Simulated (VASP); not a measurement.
# Be (P6/mmm) in VASP: a series of runs

Runs on Be. Level: LDA. Tasks: single point, relaxation of cell and atoms.

All numbers are computed with VASP 6.6.1; they aren't measurements. Logs are shortened: lines on timing, memory, paths and dates and some standing lists are left out, and cuts for length are marked.

## Step 1: The cell of the first run

It takes space group P6/mmm (No. 191, hexagonal). Conventional cell: a = 3.519 Å, b = 3.519 Å, c = 2.149 Å, α = 90.00°, β = 90.00°, γ = 120.00°. Be (site symmetry 6/mmm) has 14 Be at 2.15 to 2.30 Å within 2.8 Å. Within 2.7 Å of Be (site symmetry -6m2) lie 11 Be at 2.03 to 2.30 Å.

## Step 2: Single point, LDA

File INCAR:

```
ALGO = Normal ; EDIFF = 1E-6
ENCUT = 520 ; ISIF = 2
ISMEAR = -1 ; LASPH = True
LCHARG = True ; LELF = True
LREAL = False ; LVHAR = True
LWAVE = False ; NBANDS = 10
NELM = 60 ; PREC = Accurate
SIGMA = 0.1
```

File KPOINTS:

```
k-points
0
Gamma
  14 14 19
```

File POSCAR:

```
Be
1.0
    3.5190826708      0.0000000000      0.0000000000
   -1.7595413354      3.0476149909      0.0000000000
    0.0000000000      0.0000000000      2.1489083260
Be
3
Direct
    1.0000000000      1.0000000000      1.0000000000
    0.3333333333      0.6666666667      0.5000000000
    0.6666666667      0.3333333333      0.5000000000
```

Potentials or basis: VASP PAW LDA potentials, release 64 (Be).

On the command line:

```console
$ cat potpaw_LDA.64/Be/POTCAR > POTCAR
$ mpirun -np 1 vasp_std > vasp.out
```

OUTCAR:

```text
EDIFF = 1E-6
   ENCUT = 520
   ISIF = 2
   ISMEAR = -1
   LASPH = True
   LREAL = False
   NELM = 60
   PREC = Accurate

 ion  position               nearest neighbor table
   1  0.000  0.000  0.000-   2 2.30   3 2.30   2 2.30   3 2.30   2 2.30   2 2.30   3 2.30   3 2.30
                             3 2.30   3 2.30   2 2.30   2 2.30
   2  0.333  0.667  0.500-   3 2.03   3 2.03   3 2.03   1 2.30   1 2.30   1 2.30   1 2.30   1 2.30
                             1 2.30
   3  0.667  0.333  0.500-   2 2.03   2 2.03   2 2.03   1 2.30   1 2.30   1 2.30   1 2.30   1 2.30
                             1 2.30

  LATTYP: Found a hexagonal cell.
 ALAT       =     3.5190826708
 C/A-ratio  =     0.6106444568

  Lattice vectors:

 A1 = (   3.5190826708,   0.0000000000,   0.0000000000)
 A2 = (  -1.7595413354,   3.0476149909,   0.0000000000)
 A3 = (   0.0000000000,   0.0000000000,   2.1489083260)

Analysis of symmetry for initial positions (statically):
=====================================================================
 Subroutine PRICEL returns:
 Original cell was already a primitive cell.

 Routine SETGRP: Setting up the symmetry group for a
 hexagonal supercell.

 Subroutine GETGRP returns: Found 24 space group operations
 (whereof 24 operations were pure point group operations)
 out of a pool of 24 trial point group operations.

The static configuration has the point symmetry D_6h.

Analysis of symmetry for dynamics (positions and initial velocities):
=====================================================================
 Subroutine PRICEL returns:
 Original cell was already a primitive cell.

 Routine SETGRP: Setting up the symmetry group for a
 hexagonal supercell.

 Subroutine GETGRP returns: Found 24 space group operations
 (whereof 24 operations were pure point group operations)
 out of a pool of 24 trial point group operations.

The dynamic configuration has the point symmetry D_6h.

 Subroutine INISYM returns: Found 24 space group operations
 (whereof 24 operations are pure point group operations),
 and found     1 'primitive' translations

----------------------------------------------------------------------------------------

                                     Primitive cell

  volume of cell :      23.0466

  direct lattice vectors                    reciprocal lattice vectors
     3.519082671  0.000000000  0.000000000     0.284164964  0.164062718  0.000000000
    -1.759541335  3.047614991  0.000000000     0.000000000  0.328125437  0.000000000
     0.000000000  0.000000000  2.148908326     0.000000000  0.000000000  0.465352564

[... 89 lines left out ...]
   IBRION =     -1    ionic relax: 0-MD 1-quasi-New 2-CG
   NFREE  =      0    steps in history (QN), initial steepest desc. (CG)
   ISIF   =      2    stress and relaxation
   ISYM   =      2    0-nonsym 1-usesym 2-fastsym
   POTIM  = 0.5000    time-step for ionic-motion
   TEBEG  =    0.0;   TEEND  =   0.0 temperature during run
   PSTRESS=    0.0 pullay stress
   NELECT =       6.0000    total number of electrons
   NUPDOWN=      -1.0000    fix difference up-down
   EMIN   =  10.00;   EMAX   =-10.00  energy-range for DOS
   EFERMI =   0.00;   METHOD = LEGACY
   ISMEAR =    -1;   SIGMA  =   0.10  broadening in eV -4-tet -1-fermi 0-gaus
   EFERMI_NEDOS =   21; number of points for ismear=-14 and -15
   IALGO  =     38    algorithm
   IMIX   =      4    mixing-type and parameters
     AMIX     =   0.40;   BMIX     =  1.00
     AMIX_MAG =   1.60;   BMIX_MAG =  1.00
  volume/ion in A,a.u.               =       7.68        51.84
  Fermi-wavevector in a.u.,A,eV,Ry     =   1.045336  1.975399 14.867471  1.092728
  Thomas-Fermi vector in A             =   2.180128
   LORBIT       =      0    0 simple, 1 ext, 2 COOP (PROOUT), +10 PAW based schemes
   GGA     = CA    functional components
   LHFCALC =     F    Hartree Fock is set to
   AEXX    =    0.0000 exact exchange contribution
   IVDW    =     0    specifies the selected vdW correction
   LEPSILON=     F    determine dielectric tensor
   LRPA    =     F    only Hartree local field effects (RPA)
 non-spin polarized calculation
  energy-cutoff  :      520.00
  volume of cell :       23.05
 maximum number of plane-waves:       644
 NGX is ok and might be reduce to    28
   NGX = 13   NGY = 13   NGZ =  7

 number of electron       6.0000000 magnetization

 Free energy of the ion-electron system (eV)
  ---------------------------------------------------
  ext. energy  EPLUGINS =         0.00000000
  ---------------------------------------------------
  free energy    TOTEN  =       -12.05437476 eV

  energy without entropy =      -12.03567794  energy(sigma->0) =      -12.04502635

 E-fermi :   7.6951     XC(G=0): -10.7199

 val. band max:        7.6747019393   @ k =   0.3571   0.1429   0.4737
 cond. band min:       7.6963025888   @ k =   0.0714   0.0000   0.0526
 fundamental gap:      0.0216006495
 Fermi energy:         7.6950627927

 k-point     1 :       0.0000    0.0000    0.0000
  band No.  band energies     occupation
      1      -4.3495      2.00000
      2       6.3040      2.00000
      3       6.3040      2.00000
      4       6.5326      1.99998
      5       6.5326      1.99998
      6      13.4731      0.00000
      7      13.7266      0.00000
      8      18.6689      0.00000
      9      27.2757      0.00000
     10      27.3200      0.00000
[... 287 lines left out ...]
 k-point    24 :       0.3571    0.2857    0.0000
  band No.  band energies     occupation
      1      -0.8273      2.00000
      2      -0.7525      2.00000
      3      -0.0100      2.00000
      4      12.6060      0.00000
      5      14.2564      0.00000
      6      14.4001      0.00000
      7      21.7328      0.00000
      8      21.7330      0.00000
      9      22.7749      0.00000
     10      22.8156      0.00000

 [... further k-points ...]
[... 5 lines left out ...]
  --------------------------------------------------------------------------------------
  -------------------------------------------------------------------------------------
  Total        0.0555914      0.0555914      0.0801860      0.0000000      0.0000000      0.0000000
  in kB        3.8646577      3.8646577      5.5744439      0.0000000      0.0000000      0.0000000
  external PRESSURE =       4.4345864 kB  Pullay stress =       0.0000000 kB

 VOLUME and BASIS-vectors are now :
 -----------------------------------------------------------------------------
  energy-cutoff  :      520.00
  volume of cell :       23.05
      direct lattice vectors                 reciprocal lattice vectors
     3.519082671  0.000000000  0.000000000     0.284164964  0.164062718  0.000000000
    -1.759541335  3.047614991  0.000000000     0.000000000  0.328125437  0.000000000
     0.000000000  0.000000000  2.148908326     0.000000000  0.000000000  0.465352564

 POSITION                                       TOTAL-FORCE (eV/Angst)
 -----------------------------------------------------------------------------------
      0.00000      0.00000      0.00000         0.000000      0.000000      0.000000
     -0.00000      2.03174      1.07445        -0.000000     -0.000000      0.000000
      1.75954      1.01587      1.07445         0.000000      0.000000     -0.000000
 -----------------------------------------------------------------------------------
    total drift:                                0.000000     -0.000000     -0.000000

  FREE ENERGIE OF THE ION-ELECTRON SYSTEM (eV)
  ---------------------------------------------------
  free  energy   TOTEN  =       -12.0543747646 eV

  energy  without entropy=      -12.0356779436  energy(sigma->0) =      -12.04502635
```

Wall time 13 s (1 thread of Intel Xeon 6975P-C (Granite Rapids), shared host); peak memory 0.15 GiB.

What came out:

| Property | Result |
| --- | --- |
| Free energy | -12.0544 eV |
| Pressure | 0.4 GPa |
| Band gap on the k mesh | zero (band 3 reaches 11.38 eV, above the bottom of band 4 at 6.53 eV) |

## Step 3: Relaxation of cell and atoms, LDA

This run uses another cell than the first one, of 8.11 Å³/atom, 1.056 times its volume.

File INCAR:

```
SYSTEM = Be
  PREC = Accurate
  ENCUT = 600
  EDIFF = 1E-6
  ISMEAR = -1
  SIGMA = 0.1
  LREAL = .FALSE.
  LASPH = .TRUE.
  NELM = 80
  ALGO = Normal
  ISIF = 3
  LWAVE = .FALSE.
  LCHARG = .FALSE.
  GGA = CA
  IBRION = 2
  NSW = 80
  EDIFFG = -0.01
```

File KPOINTS:

```
Automatic mesh
0
G
  10 10 14
  0 0 0
```

File POSCAR:

```
Be
1.0
    3.5790237631      0.0000000000      0.0000000000
   -1.7895118815      3.0995254996      0.0000000000
    0.0000000000      0.0000000000      2.1939415668
Be
3
Direct
    0.0000000000      0.0000000000      0.0000000000
    0.3333333333      0.6666666667      0.5000000000
    0.6666666667      0.3333333333      0.5000000000
```

Potentials or basis: VASP PAW LDA potentials, release 64 (Be).

On the command line:

```console
$ cat potpaw_LDA.64/Be/POTCAR > POTCAR
$ mpirun -np 1 vasp_std > vasp.out
```

Run time: 17 s. Hardware: 1 thread of Intel Xeon 6975P-C (Granite Rapids), shared host; peak memory 0.14 GiB.

Results (log left out):

```yaml
Free_energy: -12.0570 eV
Relaxed_volume: 7.70 Å³/atom
Relaxed_cell: a = 3.521 Å, b = 3.521 Å, c = 2.152 Å, α = 90.00°, β = 90.00°, γ = 120.00°
Space_group_after_relaxing_to_0.05_Å: P6/mmm (No. 191)
Energy_gained_by_relaxing: 7.5 meV/atom
Ionic_steps: 5
Pressure_after_relaxing: 0.1 GPa
Band_gap_on_the_k_mesh: zero (band 3 reaches 11.42 eV, above the bottom of band 4 at 6.52 eV)
```

Stress tensor (GPa, compression positive):
```
 0.20  0.00  0.00
 0.00  0.20  0.00
 0.00  0.00 -0.08
```

The path:
| step | energy change (eV) | largest force (eV/Å) | pressure (GPa) | volume (Å³) |
| --- | --- | --- | --- | --- |
| 1 | 0.0000 | 0.0000 | -5.72 | 24.34 |
| 2 | -0.0214 | 0.0000 | -0.98 | 23.33 |
| 3 | -0.0220 | 0.0000 | -0.05 | 23.16 |
| 4 | -0.0220 | 0.0000 | 0.07 | 23.13 |
| 5 | -0.0224 | 0.0000 | 0.10 | 23.11 |

Final structure:
```cif
data_structure
_symmetry_space_group_name_H-M 'P 1'
_symmetry_Int_Tables_number 1
_cell_length_a 3.5210
_cell_length_b 3.5210
_cell_length_c 2.1523
_cell_angle_alpha 90.000
_cell_angle_beta 90.000
_cell_angle_gamma 120.000
_cell_volume 23.11
loop_
_atom_site_label
_atom_site_type_symbol
_atom_site_fract_x
_atom_site_fract_y
_atom_site_fract_z
_atom_site_occupancy
Be1 Be 0.00000 0.00000 0.00000 1
Be2 Be 0.33333 0.66667 0.50000 1
Be3 Be 0.66667 0.33333 0.50000 1
```

Levels at points of the mesh, in eV from the Fermi level:
| k point | band 1 | band 2 | band 3 | band 4 | band 5 | band 6 |
| --- | --- | --- | --- | --- | --- | --- |
| (0.00, 0.00, 0.00) | -12.03 | -1.38 | -1.38 | -1.15 | -1.15 | 5.77 |
| (0.50, 0.00, 0.00) | -9.18 | -9.10 | -5.17 | 0.73 | 9.79 | 10.23 |
| (0.00, 0.00, 0.50) | -6.65 | -5.70 | 3.75 | 3.75 | 4.26 | 6.00 |
| (0.50, 0.00, 0.50) | -4.60 | -4.55 | -1.86 | -0.38 | 1.31 | 3.86 |
